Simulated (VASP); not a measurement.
## Sr: single point with LDA

The system is Sr.

```xyz
2
Lattice="4.0846 0.0000 0.0000 -2.0423 3.5373 0.0000 0.0000 0.0000 6.6966" Properties=species:S:1:pos:R:3 pbc="T T T"
Sr    0.0000    2.3582    1.6742
Sr    2.0423    1.1791    5.0225
```

This isn't the form of Sr at room conditions, which is fcc.

| Property | Result |
| --- | --- |
| Program | VASP 6.6.1 |
| Task | single point |
| Functional | LDA |
| Potentials or basis | VASP PAW LDA potentials, release 64 (Sr_sv) |
| Cutoff | 520 eV |
| k mesh | 11 × 11 × 6 |
| Occupations | fermi-dirac, width 0.1 eV |
| Spin | no spin polarisation |
| Dipole correction | no |
| Further INCAR settings | ALGO = Normal; EDIFF = 1e-07; NBANDS = 17 |

```
Pressure               : 0.1 GPa
Band gap on the k mesh : zero (bands 10 and 11 overlap by 0.16 eV)
```

Levels at points of the mesh, in eV from the Fermi level:
| k point | band 8 | band 9 | band 10 | band 11 | band 12 | band 13 |
| --- | --- | --- | --- | --- | --- | --- |
| (0.00, 0.00, 0.00) | -18.13 | -3.82 | -1.23 | 0.34 | 2.35 | 2.38 |
| (0.00, 0.00, 0.50) | -18.15 | -2.77 | -2.77 | 1.31 | 1.31 | 2.37 |

Run time: 80 s on 1 thread of Intel(R) Xeon(R) Platinum 8488C (Sapphire Rapids) (shared host), peak memory 0.22 GiB.
